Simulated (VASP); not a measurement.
Write the native input for VASP 6.6.1 that does the following.

* Task: single point
* Functional: PBEsol
* Potentials or basis: VASP PAW PBE potentials, release 64 (Ti_sv, C)
* Cutoff: 520 eV
* k mesh: 12 × 12 × 16
* Occupations: gaussian, width 0.1 eV
* Spin: no spin polarisation
* Dipole correction: no
* Further INCAR settings: ALGO = Normal; EDIFF = 1e-06; NBANDS = 15

The structure of TiC lies in POSCAR:

```
TiC
1.0
    2.9726300465     -0.0000000013     -0.0000886777
   -0.0000000013      2.9726300465     -0.0000886777
    1.4862493456      1.4862493456      2.1669671968
Ti C
1 1
Direct
    0.0000000000      0.0000000000      0.0000000000
    0.5000000000      0.5000000000      0.0000000000
```

One way to write it, as run:

INCAR

```
PREC = Accurate ; ENCUT = 520
EDIFF = 1E-6 ; ISMEAR = 0
SIGMA = 0.1 ; LREAL = F
LASPH = T ; NELM = 100
ALGO = Normal ; ISIF = 2
LWAVE = F ; LCHARG = T
GGA = PS ; LELF = T
LVHAR = T ; NBANDS = 15
```

KPOINTS

```
regular mesh
0
Gamma
  12 12 16
```

Potentials or basis: VASP PAW PBE potentials, release 64 (Ti_sv, C).

Command:

```console
$ cat potpaw_PBE.64/Ti_sv/POTCAR potpaw_PBE.64/C/POTCAR > POTCAR
$ mpirun -np 1 vasp_std > vasp.out
```

It gave:

- Pressure: 10.0 GPa
- Band gap on the k mesh: zero (band 8 reaches 10.78 eV, above the bottom of band 9 at 9.50 eV)

Caveat: the PAW data sets were made with another functional, which shifts forces and pressure a little.

Wall time 3 min on 1 thread of AMD EPYC 7R43 64-Core Processor (Zen 3), with other jobs on the host, peak memory 0.25 GiB.
